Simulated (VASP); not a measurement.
The system is Ta2F.

```
CELL_PARAMETERS angstrom
2.92976 0.00000 0.00000
-1.46488 2.53724 0.00000
0.00000 0.00000 4.96929
ATOMIC_POSITIONS crystal
Ta 0.33333 0.66667 0.75716
Ta 0.66667 0.33333 0.24284
F 0.00000 0.00000 0.00000
```

```yaml
Program: VASP 6.6.1
Task: relaxation of cell and atoms
Functional: PBE
Potentials_or_basis: VASP PAW PBE potentials, release 64 (Ta_pv, F)
Cutoff: 600 eV
k_mesh: 6 × 6 × 4
Occupations: gaussian, width 0.1 eV
Spin: no spin polarisation
```

At the start: pressure 62.9 GPa; volume 12.31 Å³/atom.

Problem. Where does the relaxation end?

Solution. Over 23 steps the energy falls by 1294.6 meV/atom and the volume is 14.92 Å³/atom (+21.2 %); space group P-3m1 (No. 164, to 0.05 Å).

Step by step:
| step | energy change (eV) | largest force (eV/Å) | pressure (GPa) | volume (Å³) |
| --- | --- | --- | --- | --- |
| 1 | 0.0000 | 6.4518 | 62.90 | 36.94 |
| 2 | -0.1942 | 3.9255 | -30.18 | 69.24 |
| 3 | -2.3144 | 1.5642 | -11.82 | 49.12 |
| 4 | -2.3591 | 1.6521 | -8.43 | 47.78 |
| 5 | -2.3691 | 1.8127 | -4.75 | 46.55 |
| 6 | -2.6529 | 0.5413 | 3.33 | 44.62 |
| 7 | -2.6849 | 0.1474 | 7.99 | 43.86 |
| 8 | -2.9090 | 0.2398 | 5.15 | 44.97 |
| 9 | -3.2271 | 1.5604 | 0.83 | 48.00 |
| 10 | -3.2465 | 1.0555 | 1.54 | 47.31 |
| 11 | -3.2480 | 1.2280 | 1.26 | 47.55 |
| 12 | -3.4579 | 1.8724 | -5.51 | 48.45 |
| 13 | -3.3514 | 0.3226 | -17.86 | 50.77 |
| 14 | -3.6281 | 0.7626 | -12.37 | 49.45 |
| 15 | -3.6811 | 0.4956 | -12.15 | 48.98 |
| 16 | -3.7063 | 0.2276 | -11.63 | 48.50 |
| 17 | -3.7701 | 0.2961 | -9.15 | 47.62 |
| 18 | -3.8582 | 0.4738 | -2.31 | 45.55 |
| 19 | -3.8660 | 0.5557 | 1.03 | 44.70 |
| 20 | -3.8661 | 0.5486 | 0.69 | 44.78 |
| 21 | -3.8723 | 0.4440 | 0.54 | 44.78 |
| 22 | -3.8830 | 0.1344 | 0.09 | 44.77 |
| 23 | -3.8839 | 0.0177 | -0.06 | 44.77 |

Final structure:
```
Ta F
1.0
     2.82426    0.00000    0.00000
    -1.41213    2.44588    0.00000
     0.00000    0.00000    6.48099
Ta F
2 1
Direct
  0.33333 0.66667 0.69616
  0.66667 0.33333 0.30384
  0.00000 0.00000 0.00000
```

Caveat: the k points lie up to 0.43 Å⁻¹ apart in the final cell; the volume moved by over 15 % at a fixed basis, so the end points are rough; an odd number of electrons without spin polarisation forces a metal; a magnetic or distorted state may lie lower.
